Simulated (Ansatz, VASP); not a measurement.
## Two plane-wave programs on Te2Mo

Contents of INCAR:

```
PREC = Accurate ; ENCUT = 520
EDIFF = 1E-7 ; ISMEAR = 0
SIGMA = 0.05 ; LREAL = False
LASPH = True ; NELM = 100
ALGO = Normal ; ISIF = 2
LWAVE = False ; LCHARG = True
GGA = PE ; IVDW = 12
LELF = True ; LVHAR = True
NBANDS = 35
```

KPOINTS

```
Automatic mesh
0
Gamma
  12 12 2
```

Contents of POSCAR:

```
Te2Mo
1.0
    3.4964011497      0.0000000000      0.0000000000
   -1.7482005748      3.0279722174      0.0000000000
    0.0000000000      0.0000000000     13.7008448353
Te Mo
4 2
Direct
    0.3333333333      0.6666666667      0.6173401526
    0.6666666667      0.3333333333      0.1173401526
    0.3333333333      0.6666666667      0.8826598474
    0.6666666667      0.3333333333      0.3826598474
    0.4069621552      0.7034810776      0.2646513824
    0.6666666667      0.3333333333      0.7500000000
```

Input for Ansatz:

```yaml
crystal:
  lattice:
    - [3.4964011497, 0.0, 0.0]
    - [-1.7482005748, 3.0279722174, 0.0]
    - [0.0, 0.0, 13.7008448353]
  atoms:
    - { symbol: Te, position: [0.3333333333, 0.6666666667, 0.6173401526] }
    - { symbol: Te, position: [0.6666666667, 0.3333333333, 0.1173401526] }
    - { symbol: Te, position: [0.3333333333, 0.6666666667, 0.8826598474] }
    - { symbol: Te, position: [0.6666666667, 0.3333333333, 0.3826598474] }
    - { symbol: Mo, position: [0.4069621552, 0.7034810776, 0.2646513824] }
    - { symbol: Mo, position: [0.6666666667, 0.3333333333, 0.75] }
basis:
  ecutwfc: 420
kpoints:
  mp_grid: { grid: [12, 12, 2] }
hamiltonian:
  xc: pbe
  dispersion: d3bj
scf:
  occupations: { method: gaussian, width: 0.05 }
output:
  forces: true
  stress: true
  eigenvalues: true
```

Alike in both runs: task single point; functional PBE; dispersion D3(BJ); k mesh 12 × 12 × 2; occupations gaussian, width 0.05 eV; no spin polarisation.

|  | VASP | Ansatz |
| --- | --- | --- |
| version | VASP 6.6.1 | Ansatz 0.2.0 |
| potentials or method | VASP PAW PBE potentials, release 64 (Te, Mo_sv), cutoff 520 eV | scalar-relativistic, plane waves, PAW |
| valence electrons in the cell | 52 | 92 |

```tsv
	VASP	Ansatz	Ansatz less VASP
pressure (GPa)	1.9	1.9	0.00
traceless stress, the component that is largest in VASP (GPa)	-1.99	-1.99	-0.004
rms of the force components (eV/Å)	1.577	1.579	+0.0013
```

Atom by atom the forces differ by 0.007 eV/Å (rms over components). VASP's potentials hold 52 valence electrons a cell and Ansatz's 92, so a difference there can come from the potentials and not from the codes.

Spin-orbit coupling is off throughout.
